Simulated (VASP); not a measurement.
# Be2C (Fm-3m) in VASP: dielectric tensor with r2SCAN

Aim: the dielectric tensor of Be2C with r2SCAN.

Everything below comes from runs of VASP 6.6.1. Logs are shortened: lines on timing, memory, paths and dates and some standing lists are left out, and cuts for length are marked.

## Step 1: The cell of the first run

It takes space group Fm-3m (No. 225, cubic). The conventional cell has a = 4.321 Å, b = 4.321 Å, c = 4.321 Å, α = 90.00°, β = 90.00°, γ = 90.00°. C (site symmetry m-3m) has 8 Be at 1.87 Å within 2.5 Å. Be (site symmetry -43m) has 4 C at 1.87 Å and 6 Be at 2.16 Å within 2.5 Å.

## Step 2: Dielectric tensor, r2SCAN

The input, INCAR:

```
SYSTEM = Be2C
PREC     = Accurate       ! precision mode
ENCUT    = 580            ! plane-wave cutoff, eV
EDIFF    = 1E-8           ! SCF threshold, eV
ISMEAR   = 0              ! smearing method
SIGMA    = 0.01           ! smearing width, eV
LREAL    = .FALSE.        ! projectors in reciprocal space
LASPH    = .TRUE.         ! aspherical terms in the spheres
NELM     = 120            ! most SCF steps
ALGO     = Normal         ! electronic algorithm
ISIF     = 2              ! what is computed and relaxed
LWAVE    = .FALSE.        ! write WAVECAR
LCHARG   = .FALSE.        ! write CHGCAR
METAGGA  = R2SCAN         ! meta-GGA
LMIXTAU  = .TRUE.       
LCALCEPS = .TRUE.       
GGA_COMPAT= .FALSE.
```

The input, KPOINTS:

```
Automatic mesh
0
G
  8 8 8
  0 0 0
```

The input, POSCAR:

```
Be2C
1.0
    0.0000000000      2.1604856287      2.1604856287
    2.1604856287      0.0000000000      2.1604856287
    2.1604856287      2.1604856287      0.0000000000
C Be
1 2
Direct
    0.0000000000      0.0000000000      0.0000000000
    0.2500000000      0.2500000000      0.2500000000
    0.7500000000      0.7500000000      0.7500000000
```

Potentials or basis: VASP PAW PBE potentials, release 64 (C, Be).

On the command line:

```console
> cat potpaw_PBE.64/C/POTCAR potpaw_PBE.64/Be/POTCAR > POTCAR
> mpirun -np 1 vasp_std > vasp.out
```

OUTCAR:

```text
SYSTEM = Be2C
   PREC = Accurate
   ENCUT = 580
   EDIFF = 1E-8
   ISMEAR = 0
   LREAL = .FALSE.
   LASPH = .TRUE.
   NELM = 120
   ISIF = 2
   METAGGA = R2SCAN

 ion  position               nearest neighbor table
   1  0.000  0.000  0.000-   3 1.87   3 1.87   3 1.87   2 1.87   3 1.87   2 1.87   2 1.87   2 1.87

   2  0.250  0.250  0.250-   1 1.87   1 1.87   1 1.87   1 1.87   3 2.16   3 2.16   3 2.16   3 2.16
                             3 2.16   3 2.16
   3  0.750  0.750  0.750-   1 1.87   1 1.87   1 1.87   1 1.87   2 2.16   2 2.16   2 2.16   2 2.16
                             2 2.16   2 2.16

  LATTYP: Found a face centered cubic cell.
 ALAT       =     4.3209712574

  Lattice vectors:

 A1 = (   0.0000000000,   2.1604856287,   2.1604856287)
 A2 = (   2.1604856287,   0.0000000000,   2.1604856287)
 A3 = (   2.1604856287,   2.1604856287,   0.0000000000)

Analysis of symmetry for initial positions (statically):
=====================================================================
 Subroutine PRICEL returns:
 Original cell was already a primitive cell.

 Routine SETGRP: Setting up the symmetry group for a
 face centered cubic supercell.

 Subroutine GETGRP returns: Found 48 space group operations
 (whereof 48 operations were pure point group operations)
 out of a pool of 48 trial point group operations.

The static configuration has the point symmetry O_h .

Analysis of symmetry for dynamics (positions and initial velocities):
=====================================================================
 Subroutine PRICEL returns:
 Original cell was already a primitive cell.

 Routine SETGRP: Setting up the symmetry group for a
 face centered cubic supercell.

 Subroutine GETGRP returns: Found 48 space group operations
 (whereof 48 operations were pure point group operations)
 out of a pool of 48 trial point group operations.

The dynamic configuration has the point symmetry O_h .

 Subroutine INISYM returns: Found 48 space group operations
 (whereof 48 operations are pure point group operations),
 and found     1 'primitive' translations

----------------------------------------------------------------------------------------

                                     Primitive cell

  volume of cell :      20.1690

  direct lattice vectors                    reciprocal lattice vectors
     0.000000000  2.160485629  2.160485629    -0.231429450  0.231429450  0.231429450
     2.160485629  0.000000000  2.160485629     0.231429450 -0.231429450  0.231429450
     2.160485629  2.160485629  0.000000000     0.231429450  0.231429450 -0.231429450

  length of vectors
     3.055388077  3.055388077  3.055388077     0.400847565  0.400847565  0.400847565

  position of ions in fractional coordinates (direct lattice)
     0.000000000  0.000000000  0.000000000
     0.250000000  0.250000000  0.250000000
     0.750000000  0.750000000  0.750000000

  ion indices of the primitive-cell ions
   primitive index   ion index
                 1           1
                 2           2
                 3           3

----------------------------------------------------------------------------------------

 KPOINTS: Automatic mesh

Automatic generation of k-mesh.
 Grid dimensions read from file:
 generate k-points for:    8    8    8

 Generating k-lattice:

  Cartesian coordinates                     Fractional coordinates (reciprocal lattice)
    -0.028928681  0.028928681  0.028928681     0.125000000  0.000000000  0.000000000
     0.028928681 -0.028928681  0.028928681     0.000000000  0.125000000  0.000000000
     0.028928681  0.028928681 -0.028928681     0.000000000  0.000000000  0.125000000

  Length of vectors
     0.050105946  0.050105946  0.050105946

  Shift w.r.t. Gamma in fractional coordinates (k-lattice)
     0.000000000  0.000000000  0.000000000

 Subroutine IBZKPT returns following result:
 ===========================================

 Found     29 irreducible k-points:

 Following reciprocal coordinates:
            Coordinates               Weight
[... 39 lines left out ...]
   LSORBIT =      F    spin-orbit coupling
   LASPH  =      T    aspherical Exc in radial PAW
   ENCUT  =  580.0 eV  42.63 Ry    6.53 a.u.   6.00  6.00  6.00*2*pi/ulx,y,z
   NELM   =    120;   NELMIN=  2; NELMDL= -5     # of ELM steps
   EDIFF  = 0.1E-07   stopping-criterion for ELM
   LREAL  =      F    real-space projection
   EDIFFG = 0.1E-06   stopping-criterion for IOM
   NSW    =      0    number of steps for IOM
   IBRION =     -1    ionic relax: 0-MD 1-quasi-New 2-CG
   NFREE  =      0    steps in history (QN), initial steepest desc. (CG)
   ISIF   =      2    stress and relaxation
   ISYM   =      2    0-nonsym 1-usesym 2-fastsym
   POTIM  = 0.5000    time-step for ionic-motion
   TEBEG  =    0.0;   TEEND  =   0.0 temperature during run
   PSTRESS=    0.0 pullay stress
   NELECT =       8.0000    total number of electrons
   NUPDOWN=      -1.0000    fix difference up-down
   EMIN   =  10.00;   EMAX   =-10.00  energy-range for DOS
   EFERMI =   0.00;   METHOD = LEGACY
   ISMEAR =     0;   SIGMA  =   0.01  broadening in eV -4-tet -1-fermi 0-gaus
   EFERMI_NEDOS =   21; number of points for ismear=-14 and -15
   IALGO  =     38    algorithm
   IMIX   =      4    mixing-type and parameters
     AMIX     =   0.40;   BMIX     =  1.00
     AMIX_MAG =   1.60;   BMIX_MAG =  1.00
  volume/ion in A,a.u.               =       6.72        45.37
  Fermi-wavevector in a.u.,A,eV,Ry     =   1.202846  2.273050 19.685441  1.446839
  Thomas-Fermi vector in A             =   2.338616
   LORBIT       =      0    0 simple, 1 ext, 2 COOP (PROOUT), +10 PAW based schemes
   METAGGA = R2SCAN    functional components
   LHFCALC =     F    Hartree Fock is set to
   AEXX    =    0.0000 exact exchange contribution
   IVDW    =     0    specifies the selected vdW correction
   LEPSILON=     F    determine dielectric tensor
   LRPA    =     F    only Hartree local field effects (RPA)
   LRPA       =     F
 non-spin polarized calculation
 Gauss-broadening in eV      SIGMA  =   0.01
  energy-cutoff  :      580.00
  volume of cell :       20.17
 maximum number of plane-waves:       652
   NGX = 11   NGY = 11   NGZ = 11

 Total electronic dipole moment: p[elc]=(    -0.00000     0.00000     0.00000 ) |e| Angst

 number of electron       8.0000000 magnetization

 Free energy of the ion-electron system (eV)
  ---------------------------------------------------
  ext. energy  EPLUGINS =         0.00000000
  ---------------------------------------------------
  free energy    TOTEN  =       -19.47196265 eV

  energy without entropy =      -19.47196265  energy(sigma->0) =      -19.47196265

 E-fermi :   7.8229     XC(G=0): -12.0471

 val. band max:        7.7709940862   @ k =   0.0000   0.0000   0.0000
 cond. band min:   10000.0000000000   @ k =   0.0000   0.0000   0.0000
 fundamental gap:   9992.2290059138
 Fermi energy:         7.8229289231

 k-point     1 :       0.0000    0.0000    0.0000
  band No.  band energies     occupation
      1      -8.2090      2.00000
      2       7.7709      2.00000
      3       7.7710      2.00000
      4       7.7710      2.00000
      5   10000.0000      0.00000
      6   10000.0000      0.00000
      7   10000.0000      0.00000
      8   10000.0000      0.00000
[... 243 lines left out ...]
 k-point    24 :      -0.3750    0.2500    0.1250
  band No.  band energies     occupation
      1      -4.7616      2.00000
      2      -0.6163      2.00000
      3       3.4467      2.00000
      4       4.2492      2.00000
      5   10000.0000      0.00000
      6   10000.0000      0.00000
      7   10000.0000      0.00000
      8   10000.0000      0.00000

 [... further k-points ...]

------------------------ aborting loop because EDIFF is reached ----------------------------------------

            Ionic dipole moment: p[ion]=(     0.00000     0.00000     0.00000 ) |e| Angst

 Total electronic dipole moment: p[elc]=(     0.00000     0.00000     0.00626 ) |e| Angst

 MACROSCOPIC STATIC DIELECTRIC TENSOR (including local field effects)
 ------------------------------------------------------
           6.614234    -0.000000    -0.000000
          -0.000000     6.614234    -0.000000
           0.000000    -0.000000     6.614234
 ------------------------------------------------------

 PIEZOELECTRIC TENSOR (including local field effects) (e Angst)
          XX          YY          ZZ          XY          YZ          ZX
  --------------------------------------------------------------------------------
  x     0.00000     0.00000     0.00000     0.00000     0.00000     0.00000
  y     0.00000     0.00000     0.00000     0.00000     0.00000     0.00000
  z     0.00000     0.00000     0.00000     0.00000     0.00000     0.00000

 PIEZOELECTRIC TENSOR (including local field effects) (C/m^2)
          XX          YY          ZZ          XY          YZ          ZX
  --------------------------------------------------------------------------------
  x     0.00000     0.00000     0.00000     0.00000     0.00000     0.00000
  y     0.00000     0.00000     0.00000     0.00000     0.00000     0.00000
  z     0.00000     0.00000     0.00000     0.00000     0.00000     0.00000

 BORN EFFECTIVE CHARGES (including local field effects) (in |e|, cummulative output)
 ---------------------------------------------------------------------------------
 ion    1
    1    -3.14371     0.00000    -0.00000
    2    -0.00000    -3.14371     0.00000
    3     0.00000    -0.00000    -3.14371
 ion    2
    1     1.57186     0.00000     0.00000
    2     0.00000     1.57186     0.00000
    3    -0.00000    -0.00000     1.57186
 ion    3
    1     1.57186     0.00000     0.00000
    2    -0.00000     1.57186    -0.00000
    3     0.00000    -0.00000     1.57186

  FORCE on cell =-STRESS in cart. coord.  units (eV):
  Direction    XX          YY          ZZ          XY          YZ          ZX
  --------------------------------------------------------------------------------------
  -------------------------------------------------------------------------------------
  Total        0.1096642      0.1096642      0.1096642      0.0000000      0.0000000      0.0000000
  in kB        8.7114689      8.7114689      8.7114689      0.0000000      0.0000000      0.0000000
  external PRESSURE =       8.7114689 kB  Pullay stress =       0.0000000 kB

 VOLUME and BASIS-vectors are now :
 -----------------------------------------------------------------------------
  energy-cutoff  :      580.00
  volume of cell :       20.17
      direct lattice vectors                 reciprocal lattice vectors
     0.000000000  2.160485629  2.160485629    -0.231429450  0.231429450  0.231429450
     2.160485629  0.000000000  2.160485629     0.231429450 -0.231429450  0.231429450
     2.160485629  2.160485629  0.000000000     0.231429450  0.231429450 -0.231429450

 POSITION                                       TOTAL-FORCE (eV/Angst)
 -----------------------------------------------------------------------------------
      0.00000      0.00000      0.00000         0.000000     -0.000000     -0.000000
      1.08024      1.08024      1.08024        -0.000000     -0.000000      0.000000
      3.24073      3.24073      3.24073         0.000000      0.000000     -0.000000
 -----------------------------------------------------------------------------------
    total drift:                               -0.000000     -0.000000      0.000000

  FREE ENERGIE OF THE ION-ELECTRON SYSTEM (eV)
  ---------------------------------------------------
  free  energy   TOTEN  =       -19.4719626462 eV

  energy  without entropy=      -19.4719626462  energy(sigma->0) =      -19.47196265
```

Wall time 18 min (1 thread of Intel Xeon 8259CL, shared host); peak memory 0.26 GiB.

Results:

```
Band gap on the k mesh                  : 1.53 eV (least direct gap 4.63 eV)
Electronic dielectric tensor (diagonal) : 6.61
Born charges (mean of the diagonal)     : C -3.14; Be +1.57 e
```

Levels at points of the mesh, in eV from the valence-band top:
| k point | band 1 | band 2 | band 3 | band 4 | band 5 | band 6 | band 7 | band 8 |
| --- | --- | --- | --- | --- | --- | --- | --- | --- |
| (0.00, 0.00, 0.00) | -15.98 | 0.00 | 0.00 | 0.00 | 4.63 | 4.63 | 4.63 | 7.46 |
| (0.50, 0.00, 0.00) | -13.01 | -9.11 | -1.91 | -1.91 | 5.54 | 5.54 | 7.62 | 10.83 |
| (0.50, 0.50, 0.00) | -12.19 | -7.15 | -4.93 | -4.93 | 1.53 | 6.21 | 14.46 | 14.46 |

Electronic dielectric tensor:
```
6.61 0.00 0.00
0.00 6.61 0.00
0.00 0.00 6.61
```

Born effective charge tensors (e):
atom 1, C
```
-3.14  0.00  0.00
 0.00 -3.14  0.00
 0.00  0.00 -3.14
```
atom 2, Be
```
1.57 0.00 0.00
0.00 1.57 0.00
0.00 0.00 1.57
```
atom 3, Be
```
1.57 0.00 0.00
0.00 1.57 0.00
0.00 0.00 1.57
```

Dipole moments of the cell (e·Å, modulo the quantum): ionic 0.000, 0.000, 0.000; electronic 0.000, 0.000, 0.006

Caveat: the PAW data sets were made with another functional, which shifts forces and pressure a little.
